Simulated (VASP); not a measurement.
**W: relaxation of cell and atoms with PBEsol**

The system is W.

```
W
1.0
     2.65025    0.00000    0.00000
    -1.32513    2.29519    0.00000
     0.00000    0.00000    2.49124
W
1
Direct
  0.00000 0.00000 0.00000
```

| Quantity | Value |
| --- | --- |
| Program | VASP 6.6.1 |
| Task | relaxation of cell and atoms |
| Functional | PBEsol |
| Potentials or basis | VASP PAW PBE potentials, release 64 (W_sv) |
| Cutoff | 600 eV |
| k mesh | 17 × 17 × 15 |
| Occupations | fermi-dirac, width 0.1 eV |
| Spin | no spin polarisation |
| Target pressure | 31 GPa |
| Dipole correction | no |
| Further INCAR settings | ALGO = Normal; EDIFF = 1e-06; IBRION = 2; EDIFFG = -0.005; NSW = 60; ISIF = 3 |

The relaxed volume is 15.37 Å³/atom. The relaxed cell is a = 2.676 Å, b = 2.676 Å, c = 2.480 Å, α = 90.00°, β = 90.00°, γ = 120.00°. The space group after relaxing (to 0.05 Å) is P6/mmm (No. 191). The energy change on relaxing (the enthalpy is what falls) is -51.2 meV/atom, the ionic steps are 6 and the pressure after relaxing is 31.0 GPa. The band gap on the k mesh is zero (band 7 reaches 12.30 eV, above the bottom of band 8 at 10.63 eV).

The path:
```
step  energy change (eV)  largest force (eV/Å)  pressure (GPa)  volume (Å³)
   1              0.0000                0.0000           36.77        15.15
   2             -0.1502                0.0000           10.22        16.37
   3             -0.0609                0.0000           29.70        15.43
   4             -0.0589                0.0000           29.93        15.42
   5             -0.0289                0.0000           33.62        15.27
   6             -0.0512                0.0000           31.00        15.37
```

Final structure:
```cif
data_structure
_symmetry_space_group_name_H-M 'P 1'
_symmetry_Int_Tables_number 1
_cell_length_a 2.6755
_cell_length_b 2.6755
_cell_length_c 2.4797
_cell_angle_alpha 90.000
_cell_angle_beta 90.000
_cell_angle_gamma 120.000
_cell_volume 15.37
loop_
_atom_site_label
_atom_site_type_symbol
_atom_site_fract_x
_atom_site_fract_y
_atom_site_fract_z
_atom_site_occupancy
W1 W 0.00000 0.00000 0.00000 1
```

Levels at points of the mesh, in eV from the Fermi level:
```
           k point  band 4  band 5  band 6  band 7  band 8  band 9  band 10  band 11
(0.00, 0.00, 0.00)  -37.26   -9.61   -5.23   -1.00   -1.00    5.92     5.92    12.68
```

Wall time 43 s on 1 thread of Intel(R) Xeon(R) 6975P-C (Granite Rapids), on a shared host, peak memory 0.19 GiB.

Caveat: the cell is relaxed towards a set pressure, so the enthalpy falls and the energy may rise; the PAW data sets were made with another functional, which shifts forces and pressure a little; spin-orbit coupling is left out, which moves the levels of the heavy elements.
